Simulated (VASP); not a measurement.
# Cr (Im-3m) in VASP: a series of runs

The runs below take Cr through single point, with PBE.

Program: VASP 6.6.1. These are calculated values, not measurements. Logs are shortened: lines on timing, memory, paths and dates and some standing lists are left out, and cuts for length are marked.

## (1) The cell of the first run

The structure is cubic, space group Im-3m (No. 229). Conventional cell: a = 2.848 Å, b = 2.848 Å, c = 2.848 Å, α = 90.00°, β = 90.00°, γ = 90.00°. Cr (site symmetry m-3m) has 14 Cr at 2.47 to 2.85 Å within 3.3 Å.

## (2) Single point, PBE, collinear spin, ferromagnetic start

The input, INCAR:

```
  ALGO = Normal
  EDIFF = 1E-6
  ENCUT = 520
  GGA = PE
  ISIF = 2
  ISMEAR = 1
  ISPIN = 2
  LASPH = T
  LCHARG = F
  LMAXMIX = 4
  LORBIT = 11
  LREAL = F
  LWAVE = F
  MAGMOM = 1.5
  NBANDS = 16
  NELM = 150
  PREC = Accurate
  SIGMA = 0.6
```

The input, KPOINTS:

```
k-points
0
Gamma
  15 15 15
```

The input, POSCAR:

```
Cr
1.0
   -1.4240148648      1.4240148648      1.4240148648
    1.4240148648     -1.4240148648      1.4240148648
    1.4240148648      1.4240148648     -1.4240148648
Cr
1
Direct
    0.0000000000      0.0000000000      0.0000000000
```

Potentials or basis: VASP PAW PBE potentials, release 64 (Cr_pv).

Run with:

```bash
cat potpaw_PBE.64/Cr_pv/POTCAR > POTCAR
mpirun -np 1 vasp_std > vasp.out
```

OUTCAR:

```text
EDIFF = 1E-6
   ENCUT = 520
   GGA = PE
   ISIF = 2
   ISMEAR = 1
   ISPIN = 2
   LASPH = T
   LORBIT = 11
   LREAL = F
   NELM = 150
   PREC = Accurate

 ion  position               nearest neighbor table
   1  0.000  0.000  0.000-

  LATTYP: Found a body centered cubic cell.
 ALAT       =     2.8480297296

  Lattice vectors:

 A1 = (  -1.4240148648,   1.4240148648,   1.4240148648)
 A2 = (   1.4240148648,  -1.4240148648,   1.4240148648)
 A3 = (   1.4240148648,   1.4240148648,  -1.4240148648)

Analysis of symmetry for initial positions (statically):
=====================================================================
 Subroutine PRICEL returns:
 Original cell was already a primitive cell.

 Routine SETGRP: Setting up the symmetry group for a
 body centered cubic supercell.

 Subroutine GETGRP returns: Found 48 space group operations
 (whereof 48 operations were pure point group operations)
 out of a pool of 48 trial point group operations.

The static configuration has the point symmetry O_h .

Analysis of symmetry for dynamics (positions and initial velocities):
=====================================================================
 Subroutine PRICEL returns:
 Original cell was already a primitive cell.

 Routine SETGRP: Setting up the symmetry group for a
 body centered cubic supercell.

 Subroutine GETGRP returns: Found 48 space group operations
 (whereof 48 operations were pure point group operations)
 out of a pool of 48 trial point group operations.

The dynamic configuration has the point symmetry O_h .

Analysis of structural, dynamic, and magnetic symmetry:
=====================================================================
 Subroutine PRICEL returns:
 Original cell was already a primitive cell.

 Routine SETGRP: Setting up the symmetry group for a
 body centered cubic supercell.

 Subroutine GETGRP returns: Found 48 space group operations
 (whereof 48 operations were pure point group operations)
 out of a pool of 48 trial point group operations.

The overall configuration has the point symmetry O_h .

 Subroutine INISYM returns: Found 48 space group operations
 (whereof 48 operations are pure point group operations),
 and found     1 'primitive' translations

----------------------------------------------------------------------------------------

                                     Primitive cell

  volume of cell :      11.5506

  direct lattice vectors                    reciprocal lattice vectors
    -1.424014865  1.424014865  1.424014865     0.000000000  0.351119930  0.351119930
     1.424014865 -1.424014865  1.424014865     0.351119930  0.000000000  0.351119930
     1.424014865  1.424014865 -1.424014865     0.351119930  0.351119930  0.000000000

  length of vectors
     2.466466097  2.466466097  2.466466097     0.496558567  0.496558567  0.496558567

  position of ions in fractional coordinates (direct lattice)
     0.000000000  0.000000000  0.000000000

  ion indices of the primitive-cell ions
   primitive index   ion index
                 1           1

----------------------------------------------------------------------------------------

 KPOINTS: k-points

Automatic generation of k-mesh.
 Grid dimensions read from file:
 generate k-points for:   15   15   15

 Generating k-lattice:

  Cartesian coordinates                     Fractional coordinates (reciprocal lattice)
     0.000000000  0.023407995  0.023407995     0.066666667  0.000000000  0.000000000
     0.023407995  0.000000000  0.023407995     0.000000000  0.066666667  0.000000000
     0.023407995  0.023407995  0.000000000     0.000000000  0.000000000  0.066666667

  Length of vectors
     0.033103904  0.033103904  0.033103904

  Shift w.r.t. Gamma in fractional coordinates (k-lattice)
     0.000000000  0.000000000  0.000000000

 Subroutine IBZKPT returns following result:
 ===========================================

 Found    120 irreducible k-points:

 Following reciprocal coordinates:
            Coordinates               Weight
  0.000000  0.000000  0.000000      1.000000
  0.066667  0.000000  0.000000     12.000000
  0.133333  0.000000  0.000000     12.000000
  0.200000  0.000000  0.000000     12.000000
  0.266667  0.000000  0.000000     12.000000
  0.333333  0.000000  0.000000     12.000000
[... 16 lines left out ...]
  0.333333  0.200000  0.000000     48.000000
  0.400000  0.200000 -0.000000     24.000000
 [... further k-points ...]
   k-points           NKPTS =    120   k-points in BZ     NKDIM =    120   number of bands    NBANDS=     16
   number of dos      NEDOS =    301   number of ions     NIONS =      1
   total plane-waves  NPLWV =   5832
   dimension x,y,z NGX =    18 NGY =   18 NGZ =   18
   dimension x,y,z NGXF=    36 NGYF=   36 NGZF=   36
   ions per type =               1
   NGX,Y,Z   is equivalent  to a cutoff of  12.13, 12.13, 12.13 a.u.
   NGXF,Y,Z  is equivalent  to a cutoff of  24.26, 24.26, 24.26 a.u.
 SYSTEM =  unknown system
   PREC   = accura    normal or accurate (medium, high low for compatibility)
   ISTART =      0    job   : 0-new  1-cont  2-samecut
   ICHARG =      2    charge: 1-file 2-atom 10-const
   ISPIN  =      2    spin polarized calculation?
   LNONCOLLINEAR =      F non collinear calculations
   LSORBIT =      F    spin-orbit coupling
   LASPH  =      T    aspherical Exc in radial PAW
   ENCUT  =  520.0 eV  38.22 Ry    6.18 a.u.   4.59  4.59  4.59*2*pi/ulx,y,z
   NELM   =    150;   NELMIN=  2; NELMDL= -5     # of ELM steps
   EDIFF  = 0.1E-05   stopping-criterion for ELM
   LREAL  =      F    real-space projection
   EDIFFG = 0.1E-04   stopping-criterion for IOM
   NSW    =      0    number of steps for IOM
   IBRION =     -1    ionic relax: 0-MD 1-quasi-New 2-CG
   NFREE  =      0    steps in history (QN), initial steepest desc. (CG)
   ISIF   =      2    stress and relaxation
   ISYM   =      2    0-nonsym 1-usesym 2-fastsym
   POTIM  = 0.5000    time-step for ionic-motion
   TEBEG  =    0.0;   TEEND  =   0.0 temperature during run
   PSTRESS=    0.0 pullay stress
   NELECT =      12.0000    total number of electrons
   NUPDOWN=      -1.0000    fix difference up-down
   EMIN   =  10.00;   EMAX   =-10.00  energy-range for DOS
   EFERMI =   0.00;   METHOD = LEGACY
   ISMEAR =     1;   SIGMA  =   0.60  broadening in eV -4-tet -1-fermi 0-gaus
   EFERMI_NEDOS =   21; number of points for ismear=-14 and -15
   IALGO  =     38    algorithm
   IMIX   =      4    mixing-type and parameters
     AMIX     =   0.40;   BMIX     =  1.00
     AMIX_MAG =   1.60;   BMIX_MAG =  1.00
  volume/ion in A,a.u.               =      11.55        77.95
  Fermi-wavevector in a.u.,A,eV,Ry     =   1.658062  3.133283 37.404716  2.749169
  Thomas-Fermi vector in A             =   2.745707
   LORBIT       =     11    0 simple, 1 ext, 2 COOP (PROOUT), +10 PAW based schemes
   GGA     = PE    functional components
   LHFCALC =     F    Hartree Fock is set to
   AEXX    =    0.0000 exact exchange contribution
   IVDW    =     0    specifies the selected vdW correction
   LEPSILON=     F    determine dielectric tensor
   LRPA    =     F    only Hartree local field effects (RPA)
 spin polarized calculation
 Methfessel and Paxton  Order N= 1 SIGMA  =   0.60
  energy-cutoff  :      520.00
  volume of cell :       11.55
 maximum number of plane-waves:       321
   NGX =  9   NGY =  9   NGZ =  9

 number of electron      11.9999994 magnetization       0.0005449

 number of electron      11.9999994 magnetization      -0.0001257

 Free energy of the ion-electron system (eV)
  ---------------------------------------------------
  ext. energy  EPLUGINS =         0.00000000
  ---------------------------------------------------
  free energy    TOTEN  =        -9.50579486 eV

  energy without entropy =       -9.53870943  energy(sigma->0) =       -9.51676639

 E-fermi :  10.9737     XC(G=0): -13.6745

 val. band max:       10.9719421334   @ k =   0.0667   0.0667   0.0667
 cond. band min:      10.9795031628   @ k =   0.1333   0.0667   0.0000
 fundamental gap:      0.0075610294
 Fermi energy:        10.9737244733

 spin component 1

 k-point     1 :       0.0000    0.0000    0.0000
  band No.  band energies     occupation
      1     -31.7608      1.00000
      2     -31.7608      1.00000
      3     -31.7608      1.00000
      4       3.1155      1.00000
      5      10.0566      1.02636
      6      10.0566      1.02636
[... 8 lines left out ...]
     15      40.7686      0.00000
     16      45.3302      0.00000

 k-point     2 :       0.0667    0.0000    0.0000
  band No.  band energies     occupation
      1     -31.8022      1.00000
      2     -31.7735      1.00000
      3     -31.7611      1.00000
      4       3.3106      1.00000
      5       9.9812      1.02058
      6      10.0437      1.02537
[... 8 lines left out ...]
     15      41.1888      0.00000
     16      43.3441      0.00000

 k-point     3 :       0.1333    0.0000    0.0000
  band No.  band energies     occupation
      1     -31.9182      1.00000
      2     -31.8092      1.00000
      3     -31.7618      1.00000
      4       3.8715      1.00000
      5       9.7732      1.00797
      6       9.9764      1.02022
[... 8 lines left out ...]
     15      40.9179      0.00000
     16      41.1348      0.00000
[... 362 lines left out ...]
 k-point    23 :       0.3333    0.2000    0.0000
  band No.  band energies     occupation
      1     -32.5472      1.00000
      2     -32.1532      1.00000
      3     -31.8500      1.00000
      4       7.4476      1.00000
      5       8.6227      1.00000
      6       9.6969      1.00517
[... 8 lines left out ...]
     15      40.3086      0.00000
     16      45.4017      0.00000

 k-point    24 :       0.4000    0.2000   -0.0000
  band No.  band energies     occupation
      1     -32.5619      1.00000
      2     -32.1782      1.00000
      3     -31.8518      1.00000
      4       7.4267      1.00000
      5       8.6127      1.00000
      6       9.8457      1.01155
[... 8 lines left out ...]
     15      40.2390      0.00000
     16      45.3242      0.00000

 [... further k-points ...]

 spin component 2

 k-point     1 :       0.0000    0.0000    0.0000
  band No.  band energies     occupation
      1     -31.7608      1.00000
      2     -31.7608      1.00000
      3     -31.7608      1.00000
      4       3.1154      1.00000
      5      10.0565      1.02635
      6      10.0565      1.02635
[... 8 lines left out ...]
     15      40.7684      0.00000
     16      45.3303      0.00000

 k-point     2 :       0.0667    0.0000    0.0000
  band No.  band energies     occupation
      1     -31.8022      1.00000
      2     -31.7735      1.00000
      3     -31.7610      1.00000
      4       3.3105      1.00000
      5       9.9812      1.02058
      6      10.0436      1.02537
[... 8 lines left out ...]
     15      41.1885      0.00000
     16      43.3440      0.00000

 k-point     3 :       0.1333    0.0000    0.0000
  band No.  band energies     occupation
      1     -31.9182      1.00000
      2     -31.8092      1.00000
      3     -31.7618      1.00000
      4       3.8714      1.00000
      5       9.7731      1.00797
      6       9.9763      1.02022
[... 8 lines left out ...]
     15      40.9178      0.00000
     16      41.1346      0.00000
[... 362 lines left out ...]
 k-point    23 :       0.3333    0.2000    0.0000
  band No.  band energies     occupation
      1     -32.5472      1.00000
      2     -32.1532      1.00000
      3     -31.8500      1.00000
      4       7.4475      1.00000
      5       8.6226      1.00000
      6       9.6968      1.00517
[... 8 lines left out ...]
     15      40.3086      0.00000
     16      45.4016      0.00000

 k-point    24 :       0.4000    0.2000   -0.0000
  band No.  band energies     occupation
      1     -32.5619      1.00000
      2     -32.1782      1.00000
      3     -31.8518      1.00000
      4       7.4266      1.00000
      5       8.6126      1.00000
      6       9.8457      1.01155
[... 8 lines left out ...]
     15      40.2390      0.00000
     16      45.3242      0.00000

 [... further k-points ...]

------------------------ aborting loop because EDIFF is reached ----------------------------------------

  FORCE on cell =-STRESS in cart. coord.  units (eV):
  Direction    XX          YY          ZZ          XY          YZ          ZX
  --------------------------------------------------------------------------------------
  -------------------------------------------------------------------------------------
  Total       -0.0723697     -0.0723697     -0.0723697      0.0000000     -0.0000000      0.0000000
  in kB      -10.0383807    -10.0383807    -10.0383807      0.0000000     -0.0000000      0.0000000
  external PRESSURE =     -10.0383807 kB  Pullay stress =       0.0000000 kB

 VOLUME and BASIS-vectors are now :
 -----------------------------------------------------------------------------
  energy-cutoff  :      520.00
  volume of cell :       11.55
      direct lattice vectors                 reciprocal lattice vectors
    -1.424014865  1.424014865  1.424014865     0.000000000  0.351119930  0.351119930
     1.424014865 -1.424014865  1.424014865     0.351119930  0.000000000  0.351119930
     1.424014865  1.424014865 -1.424014865     0.351119930  0.351119930  0.000000000

 POSITION                                       TOTAL-FORCE (eV/Angst)
 -----------------------------------------------------------------------------------
      0.00000      0.00000      0.00000         0.000000     -0.000000      0.000000
 -----------------------------------------------------------------------------------
    total drift:                                0.000000      0.000000      0.000000

  FREE ENERGIE OF THE ION-ELECTRON SYSTEM (eV)
  ---------------------------------------------------
  free  energy   TOTEN  =        -9.5057948648 eV

  energy  without entropy=       -9.5387094322  energy(sigma->0) =       -9.51676639

 total charge

# of ion       s       p       d       tot
------------------------------------------
    1        0.441   6.406   4.211  11.058

 magnetization (x)

# of ion       s       p       d       tot
------------------------------------------
    1        0.000  -0.000  -0.000  -0.000
```

Run time: 52 s. Hardware: 1 thread of Intel Xeon 8259CL, shared host; peak memory 0.15 GiB.

What came out:

* Free energy: -9.5058 eV
* Pressure: -1.0 GPa
* Band gap on the k mesh: zero (filled and empty bands overlap)
* Net moment: 0.00 μB per cell
* Valence electrons inside the program's atomic spheres: Cr 11.06

Caveat: so wide a smearing shifts energies and pressures; an empty level that is flat over the whole mesh can mark a ghost state of the potentials, or a narrow d or f band.

## (3) Single point, PBE, collinear spin, ferromagnetic start

INCAR, as its differences from that of step 2:

```diff
@@ -17,2 +17,2 @@
   PREC = Accurate
-  SIGMA = 0.6
+  SIGMA = 1.0
```

KPOINTS is that of step 2.

POSCAR is that of step 2.

Potentials or basis: VASP PAW PBE potentials, release 64 (Cr_pv).

Run with:

```bash
cat potpaw_PBE.64/Cr_pv/POTCAR > POTCAR
mpirun -np 1 vasp_std > vasp.out
```

Run time: 54 s. Hardware: 1 thread of Intel Xeon 8259CL, shared host; peak memory 0.15 GiB.

The run converged. Its results:

```
Free energy                                           : -9.4606 eV
Pressure                                              : -2.8 GPa
Band gap on the k mesh                                : zero (filled and empty bands overlap)
Net moment                                            : 0.00 μB per cell
Valence electrons inside the program's atomic spheres : Cr 11.06
```

Levels at points of the mesh, in eV from the Fermi level:
Spin up:
```csv
k point,band 2,band 3,band 4,band 5,band 6,band 7,band 8,band 9,band 10,band 11
"(0.00, 0.00, 0.00)",-42.68,-42.68,-7.79,-0.86,-0.86,-0.86,1.19,1.19,7.15,22.37
```
Spin down:
```
           k point  band 2  band 3  band 4  band 5  band 6  band 7  band 8  band 9  band 10  band 11
(0.00, 0.00, 0.00)  -42.68  -42.68   -7.79   -0.86   -0.86   -0.86    1.19    1.19     7.15    22.37
```

Caveat: so wide a smearing shifts energies and pressures; an empty level that is flat over the whole mesh can mark a ghost state of the potentials, or a narrow d or f band.

## (4) Single point, PBE, collinear spin, ferromagnetic start

The input, INCAR:

```
PREC = Accurate
ENCUT = 520
EDIFF = 1E-6
ISMEAR = 1
SIGMA = 0.2
LREAL = F
LASPH = T
NELM = 150
ALGO = Normal
ISIF = 2
LWAVE = F
LCHARG = F
ISPIN = 2
MAGMOM = 1.5
LORBIT = 11
LMAXMIX = 4
GGA = PE
NBANDS = 16
```

The input, KPOINTS:

```
Automatic mesh
0
Gamma
  15 15 15
```

POSCAR is that of step 3.

Run with:

```bash
cat potpaw_PBE.64/Cr_pv/POTCAR > POTCAR
mpirun -np 1 vasp_std > vasp.out
```

Wall time 51 s (1 thread of Intel Xeon 8259CL, shared host); peak memory 0.15 GiB.

It converged, with:

```yaml
Free_energy: -9.5105 eV
Pressure: -0.6 GPa
Band_gap_on_the_k_mesh: zero (filled and empty bands overlap)
Net_moment: 0.00 μB per cell
Valence_electrons_inside_the_program's_atomic_spheres: Cr 11.06
```

Levels at points of the mesh, in eV from the Fermi level:
Spin up:
```
           k point  band 3  band 4  band 5  band 6  band 7  band 8  band 9  band 10
(0.00, 0.00, 0.00)  -42.72   -7.87   -0.91   -0.91   -0.91    1.14    1.14     7.11
```
Spin down:
```csv
k point,band 2,band 3,band 4,band 5,band 6,band 7,band 8,band 9,band 10,band 11
"(0.00, 0.00, 0.00)",-42.73,-42.73,-7.87,-0.91,-0.91,-0.91,1.14,1.14,7.11,22.29
```

Caveat: an empty level that is flat over the whole mesh can mark a ghost state of the potentials, or a narrow d or f band.

[end of part 1 of 2]
